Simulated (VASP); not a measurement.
## Al: single point with RPBE+D4

Crystal: Al.

```
Al
1.0
     0.00000    2.02481    2.02481
     2.02481    0.00000    2.02481
     2.02481    2.02481    0.00000
Al
1
Direct
  0.00000 0.00000 0.00000
```

```yaml
Program: VASP 6.6.1
Task: single point
Functional: RPBE
Dispersion: D4
Potentials_or_basis: VASP PAW PBE potentials, release 64 (Al)
Cutoff: 520 eV
k_mesh: 11 × 11 × 11
Occupations: fermi-dirac, width 0.05 eV
Spin: no spin polarisation
```

| Quantity | Value |
| --- | --- |
| Pressure | -5.1 GPa |
| Dispersion energy per atom | -0.655 eV |

Levels at points of the mesh, in eV from the Fermi level:
| k point | band 1 | band 2 | band 3 | band 4 |
| --- | --- | --- | --- | --- |
| (0.00, 0.00, 0.00) | -11.11 | 12.55 | 12.55 | 12.55 |

It took 4.1 s on 1 thread of Intel Xeon 6975P-C, on a shared host, peak memory 0.13 GiB.

Caveat: the PAW data sets were made with another functional, which shifts forces and pressure a little; pairwise dispersion overbinds metals, which lowers pressure and volume.
